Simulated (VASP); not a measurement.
# Pb (Fm-3m) in VASP: further runs

Pb is run at these levels: LDA; tasks: single point.

Everything below comes from runs of VASP 6.6.1. Logs are shortened: lines on timing, memory, paths and dates and some standing lists are left out, and cuts for length are marked.

**1. The cell of the first run**

Symmetry: Fm-3m, No. 225, cubic system. Conventional cell: a = 4.875 Å, b = 4.875 Å, c = 4.875 Å, α = 90.00°, β = 90.00°, γ = 90.00°. Within 4.5 Å of Pb (site symmetry m-3m) lie 12 Pb at 3.45 Å.

**2. Single point, LDA**

The input, INCAR:

```
ALGO = Normal ; EDIFF = 1E-6
ENCUT = 520 ; ISIF = 2
ISMEAR = 0 ; LASPH = T
LCHARG = F ; LREAL = F
LWAVE = F ; NBANDS = 13
NELM = 60 ; PREC = Accurate
SIGMA = 0.03
```

The input, KPOINTS:

```
k-points
0
Gamma
  11 11 11
```

The input, POSCAR:

```
Pb
1.0
    0.0000000000      2.4375492138      2.4375492138
    2.4375492138      0.0000000000      2.4375492138
    2.4375492138      2.4375492138      0.0000000000
Pb
1
Direct
    0.0000000000      0.0000000000      0.0000000000
```

Potentials or basis: VASP PAW LDA potentials, release 64 (Pb_d).

On the command line:

```bash
cat potpaw_LDA.64/Pb_d/POTCAR > POTCAR
mpirun -np 1 vasp_std > vasp.out
```

OUTCAR:

```text
EDIFF = 1E-6
   ENCUT = 520
   ISIF = 2
   ISMEAR = 0
   LASPH = T
   LREAL = F
   NELM = 60
   PREC = Accurate

 ion  position               nearest neighbor table
   1  0.000  0.000  0.000-

  LATTYP: Found a face centered cubic cell.
 ALAT       =     4.8750984276

  Lattice vectors:

 A1 = (   0.0000000000,   2.4375492138,   2.4375492138)
 A2 = (   2.4375492138,   0.0000000000,   2.4375492138)
 A3 = (   2.4375492138,   2.4375492138,   0.0000000000)

Analysis of symmetry for initial positions (statically):
=====================================================================
 Subroutine PRICEL returns:
 Original cell was already a primitive cell.

 Routine SETGRP: Setting up the symmetry group for a
 face centered cubic supercell.

 Subroutine GETGRP returns: Found 48 space group operations
 (whereof 48 operations were pure point group operations)
 out of a pool of 48 trial point group operations.

The static configuration has the point symmetry O_h .

Analysis of symmetry for dynamics (positions and initial velocities):
=====================================================================
 Subroutine PRICEL returns:
 Original cell was already a primitive cell.

 Routine SETGRP: Setting up the symmetry group for a
 face centered cubic supercell.

 Subroutine GETGRP returns: Found 48 space group operations
 (whereof 48 operations were pure point group operations)
 out of a pool of 48 trial point group operations.

The dynamic configuration has the point symmetry O_h .

 Subroutine INISYM returns: Found 48 space group operations
 (whereof 48 operations are pure point group operations),
 and found     1 'primitive' translations

----------------------------------------------------------------------------------------

                                     Primitive cell

  volume of cell :      28.9661

  direct lattice vectors                    reciprocal lattice vectors
     0.000000000  2.437549214  2.437549214    -0.205124064  0.205124064  0.205124064
     2.437549214  0.000000000  2.437549214     0.205124064 -0.205124064  0.205124064
     2.437549214  2.437549214  0.000000000     0.205124064  0.205124064 -0.205124064

  length of vectors
     3.447215157  3.447215157  3.447215157     0.355285300  0.355285300  0.355285300

  position of ions in fractional coordinates (direct lattice)
     0.000000000  0.000000000  0.000000000

  ion indices of the primitive-cell ions
   primitive index   ion index
                 1           1

----------------------------------------------------------------------------------------

 KPOINTS: k-points

Automatic generation of k-mesh.
 Grid dimensions read from file:
 generate k-points for:   11   11   11

 Generating k-lattice:

  Cartesian coordinates                     Fractional coordinates (reciprocal lattice)
    -0.018647642  0.018647642  0.018647642     0.090909091  0.000000000  0.000000000
     0.018647642 -0.018647642  0.018647642     0.000000000  0.090909091  0.000000000
     0.018647642  0.018647642 -0.018647642     0.000000000  0.000000000  0.090909091

  Length of vectors
     0.032298664  0.032298664  0.032298664

  Shift w.r.t. Gamma in fractional coordinates (k-lattice)
     0.000000000  0.000000000  0.000000000

 Subroutine IBZKPT returns following result:
 ===========================================

 Found     56 irreducible k-points:

 Following reciprocal coordinates:
            Coordinates               Weight
  0.000000  0.000000  0.000000      1.000000
  0.090909  0.000000  0.000000      8.000000
  0.181818  0.000000  0.000000      8.000000
  0.272727  0.000000  0.000000      8.000000
  0.363636  0.000000  0.000000      8.000000
  0.454545  0.000000  0.000000      8.000000
[... 16 lines left out ...]
 -0.272727  0.181818  0.000000     24.000000
 -0.181818  0.181818  0.000000     12.000000
 [... further k-points ...]
   k-points           NKPTS =     56   k-points in BZ     NKDIM =     56   number of bands    NBANDS=     13
   number of dos      NEDOS =    301   number of ions     NIONS =      1
   total plane-waves  NPLWV =  21952
   dimension x,y,z NGX =    28 NGY =   28 NGZ =   28
   dimension x,y,z NGXF=    56 NGYF=   56 NGZF=   56
   ions per type =               1
   NGX,Y,Z   is equivalent  to a cutoff of  13.50, 13.50, 13.50 a.u.
   NGXF,Y,Z  is equivalent  to a cutoff of  27.01, 27.01, 27.01 a.u.
 SYSTEM =  unknown system
   PREC   = accura    normal or accurate (medium, high low for compatibility)
   ISTART =      0    job   : 0-new  1-cont  2-samecut
   ICHARG =      2    charge: 1-file 2-atom 10-const
   ISPIN  =      1    spin polarized calculation?
   LNONCOLLINEAR =      F non collinear calculations
   LSORBIT =      F    spin-orbit coupling
   LASPH  =      T    aspherical Exc in radial PAW
   ENCUT  =  520.0 eV  38.22 Ry    6.18 a.u.   6.41  6.41  6.41*2*pi/ulx,y,z
   NELM   =     60;   NELMIN=  2; NELMDL= -5     # of ELM steps
   EDIFF  = 0.1E-05   stopping-criterion for ELM
   LREAL  =      F    real-space projection
   EDIFFG = 0.1E-04   stopping-criterion for IOM
   NSW    =      0    number of steps for IOM
   IBRION =     -1    ionic relax: 0-MD 1-quasi-New 2-CG
   NFREE  =      0    steps in history (QN), initial steepest desc. (CG)
   ISIF   =      2    stress and relaxation
   ISYM   =      2    0-nonsym 1-usesym 2-fastsym
   POTIM  = 0.5000    time-step for ionic-motion
   TEBEG  =    0.0;   TEEND  =   0.0 temperature during run
   PSTRESS=    0.0 pullay stress
   NELECT =      14.0000    total number of electrons
   NUPDOWN=      -1.0000    fix difference up-down
   EMIN   =  10.00;   EMAX   =-10.00  energy-range for DOS
   EFERMI =   0.00;   METHOD = LEGACY
   ISMEAR =     0;   SIGMA  =   0.03  broadening in eV -4-tet -1-fermi 0-gaus
   EFERMI_NEDOS =   21; number of points for ismear=-14 and -15
   IALGO  =     38    algorithm
   IMIX   =      4    mixing-type and parameters
     AMIX     =   0.40;   BMIX     =  1.00
     AMIX_MAG =   1.60;   BMIX_MAG =  1.00
  volume/ion in A,a.u.               =      28.97       195.47
  Fermi-wavevector in a.u.,A,eV,Ry     =   1.284756  2.427838 22.457762  1.650599
  Thomas-Fermi vector in A             =   2.416931
   LORBIT       =      0    0 simple, 1 ext, 2 COOP (PROOUT), +10 PAW based schemes
   GGA     = CA    functional components
   LHFCALC =     F    Hartree Fock is set to
   AEXX    =    0.0000 exact exchange contribution
   IVDW    =     0    specifies the selected vdW correction
   LEPSILON=     F    determine dielectric tensor
   LRPA    =     F    only Hartree local field effects (RPA)
 non-spin polarized calculation
 Gauss-broadening in eV      SIGMA  =   0.03
  energy-cutoff  :      520.00
  volume of cell :       28.97
 maximum number of plane-waves:       793
 NGX is ok and might be reduce to    28
   NGX = 13   NGY = 13   NGZ = 13

 number of electron      13.9999999 magnetization

 Free energy of the ion-electron system (eV)
  ---------------------------------------------------
  ext. energy  EPLUGINS =         0.00000000
  ---------------------------------------------------
  free energy    TOTEN  =        -4.25820056 eV

  energy without entropy =       -4.25780397  energy(sigma->0) =       -4.25800227

 E-fermi :   7.6857     XC(G=0): -10.6757

 val. band max:        7.6830591215   @ k =   0.3636   0.2727   0.0000
 cond. band min:       7.7442239973   @ k =  -0.4545   0.3636   0.1818
 fundamental gap:      0.0611648758
 Fermi energy:         7.6856598234

 k-point     1 :       0.0000    0.0000    0.0000
  band No.  band energies     occupation
      1      -9.5125      2.00000
      2      -9.5125      2.00000
      3      -9.5125      2.00000
      4      -9.3486      2.00000
      5      -9.3486      2.00000
      6      -4.5504      2.00000
      7      15.2494      0.00000
      8      15.2494      0.00000
      9      15.2494      0.00000
     10      17.3857      0.00000
     11      19.5917      0.00000
     12      20.3944      0.00000
     13      20.3944      0.00000

 k-point     2 :       0.0909    0.0000    0.0000
  band No.  band energies     occupation
      1      -9.5133      2.00000
      2      -9.4992      2.00000
      3      -9.4992      2.00000
      4      -9.3494      2.00000
      5      -9.3494      2.00000
      6      -4.3837      2.00000
      7      13.4536      0.00000
      8      15.0474      0.00000
      9      15.0474      0.00000
     10      17.1313      0.00000
     11      20.2113      0.00000
     12      20.7525      0.00000
     13      20.7525      0.00000

 k-point     3 :       0.1818    0.0000    0.0000
  band No.  band energies     occupation
      1      -9.5179      2.00000
      2      -9.4754      2.00000
      3      -9.4754      2.00000
      4      -9.3389      2.00000
      5      -9.3389      2.00000
      6      -3.8818      2.00000
      7      10.5140      0.00000
      8      14.5714      0.00000
      9      14.5714      0.00000
     10      16.8844      0.00000
     11      20.2012      0.00000
     12      20.8793      0.00000
     13      20.8793      0.00000
[... 305 lines left out ...]
 k-point    23 :      -0.2727    0.1818    0.0000
  band No.  band energies     occupation
      1      -9.5016      2.00000
      2      -9.4846      2.00000
      3      -9.4088      2.00000
      4      -9.3203      2.00000
      5      -9.2560      2.00000
      6      -1.7913      2.00000
      7       6.4253      2.00000
      8       9.3208      0.00000
      9      13.6544      0.00000
     10      16.4227      0.00000
     11      19.5880      0.00000
     12      20.4547      0.00000
     13      22.1539      0.00000

 k-point    24 :      -0.1818    0.1818    0.0000
  band No.  band energies     occupation
      1      -9.5078      2.00000
      2      -9.4746      2.00000
      3      -9.4019      2.00000
      4      -9.3837      2.00000
      5      -9.2698      2.00000
      6      -2.7813      2.00000
      7       8.4406      0.00000
      8      10.1089      0.00000
      9      14.6421      0.00000
     10      17.4439      0.00000
     11      18.9067      0.00000
     12      20.1848      0.00000
     13      21.0351      0.00000

 [... further k-points ...]

------------------------ aborting loop because EDIFF is reached ----------------------------------------

  FORCE on cell =-STRESS in cart. coord.  units (eV):
  Direction    XX          YY          ZZ          XY          YZ          ZX
  --------------------------------------------------------------------------------------
  -------------------------------------------------------------------------------------
  Total        0.0188743      0.0188743      0.0188743     -0.0000000     -0.0000000     -0.0000000
  in kB        1.0439763      1.0439763      1.0439763     -0.0000000     -0.0000000     -0.0000000
  external PRESSURE =       1.0439763 kB  Pullay stress =       0.0000000 kB

 VOLUME and BASIS-vectors are now :
 -----------------------------------------------------------------------------
  energy-cutoff  :      520.00
  volume of cell :       28.97
      direct lattice vectors                 reciprocal lattice vectors
     0.000000000  2.437549214  2.437549214    -0.205124064  0.205124064  0.205124064
     2.437549214  0.000000000  2.437549214     0.205124064 -0.205124064  0.205124064
     2.437549214  2.437549214  0.000000000     0.205124064  0.205124064 -0.205124064

 POSITION                                       TOTAL-FORCE (eV/Angst)
 -----------------------------------------------------------------------------------
      0.00000      0.00000      0.00000         0.000000      0.000000     -0.000000
 -----------------------------------------------------------------------------------
    total drift:                               -0.000000     -0.000000     -0.000000

  FREE ENERGIE OF THE ION-ELECTRON SYSTEM (eV)
  ---------------------------------------------------
  free  energy   TOTEN  =        -4.2582005606 eV

  energy  without entropy=       -4.2578039730  energy(sigma->0) =       -4.25800227
```

Wall time 16 s (1 thread of Intel Xeon Platinum 8375C at 2.90GHz (Ice Lake), shared host); peak memory 0.15 GiB.

What came out:

| Quantity | Value |
| --- | --- |
| Free energy | -4.2582 eV |
| Pressure | 0.1 GPa |
| Band gap on the k mesh | zero (band 7 reaches 15.25 eV, above the bottom of band 8 at 6.00 eV) |

Caveat: spin-orbit coupling is left out, which moves the levels of the heavy elements.

**3. Single point, LDA**

The input, INCAR:

```
  PREC = Accurate
  ENCUT = 520
  EDIFF = 1E-7
  ISMEAR = 0
  SIGMA = 0.1
  LREAL = F
  LASPH = T
  NELM = 100
  ALGO = Normal
  ISIF = 2
  LWAVE = F
  LCHARG = T
  LELF = T
  LVHAR = T
  NBANDS = 13
```

The input, KPOINTS:

```
regular mesh
0
Gamma
  11 11 11
```

POSCAR is that of step 2.

Potentials or basis: VASP PAW LDA potentials, release 64 (Pb_d).

On the command line:

```bash
cat potpaw_LDA.64/Pb_d/POTCAR > POTCAR
mpirun -np 1 vasp_std > vasp.out
```

Wall time 19 s (1 thread of Intel Xeon Platinum 8375C at 2.90GHz (Ice Lake), shared host); peak memory 0.15 GiB.

Results (log left out):

| Property | Result |
| --- | --- |
| Free energy | -4.2595 eV |
| Pressure | 0.0 GPa |
| Band gap on the k mesh | zero (band 7 reaches 15.25 eV, above the bottom of band 8 at 6.00 eV) |

Levels at points of the mesh, in eV from the Fermi level:
```
           k point  band 5  band 6  band 7  band 8  band 9  band 10
(0.00, 0.00, 0.00)  -17.02  -12.22    7.58    7.58    7.58     9.72
```

Caveat: spin-orbit coupling is left out, which moves the levels of the heavy elements.

**4. Single point, LDA**

The input, INCAR:

```
SYSTEM = Pb
PREC = Accurate ; ENCUT = 520
EDIFF = 1E-6 ; ISMEAR = 0
SIGMA = 0.2 ; LREAL = .FALSE.
LASPH = .TRUE. ; NELM = 60
ALGO = Normal ; ISIF = 2
LWAVE = .FALSE. ; LCHARG = .TRUE.
LELF = .TRUE. ; LVHAR = .TRUE.
NBANDS = 13
```

The input, KPOINTS:

```
Automatic mesh
0
G
  11 11 11
  0 0 0
```

POSCAR is that of step 3.

On the command line:

```bash
cat potpaw_LDA.64/Pb_d/POTCAR > POTCAR
mpirun -np 1 vasp_std > vasp.out
```

It took 16 s on 1 thread of Intel Xeon Platinum 8375C at 2.90GHz (Ice Lake), shared host; peak memory 0.15 GiB.

It converged, with:

```yaml
Free_energy: -4.2623 eV
Pressure: 0.0 GPa
Band_gap_on_the_k_mesh: zero (band 7 reaches 15.25 eV, above the bottom of band 8 at 6.00 eV)
```

Levels at points of the mesh, in eV from the Fermi level:
| k point | band 5 | band 6 | band 7 | band 8 | band 9 | band 10 |
| --- | --- | --- | --- | --- | --- | --- |
| (0.00, 0.00, 0.00) | -16.97 | -12.17 | 7.63 | 7.63 | 7.63 | 9.77 |

Caveat: spin-orbit coupling is left out, which moves the levels of the heavy elements.

**5. Overview**

| smearing | gap on the mesh (eV) | pressure (GPa) |
| --- | --- | --- |
| gaussian 0.03 eV | none | 0.1 |
| gaussian 0.1 eV | none | 0.0 |
| gaussian 0.2 eV | none | 0.0 |

Alike in all rows: task single point; level LDA; potentials or basis VASP PAW LDA potentials, release 64 (Pb_d); no spin polarisation; cell as given; k mesh 11 × 11 × 11; cutoff (eV) 520.

Every run on the cell as given and a fine mesh finds a metal.

Caveats: spin-orbit coupling is left out, which moves the levels of the heavy elements.

Absolute energies hang on the potentials; compare differences alone.
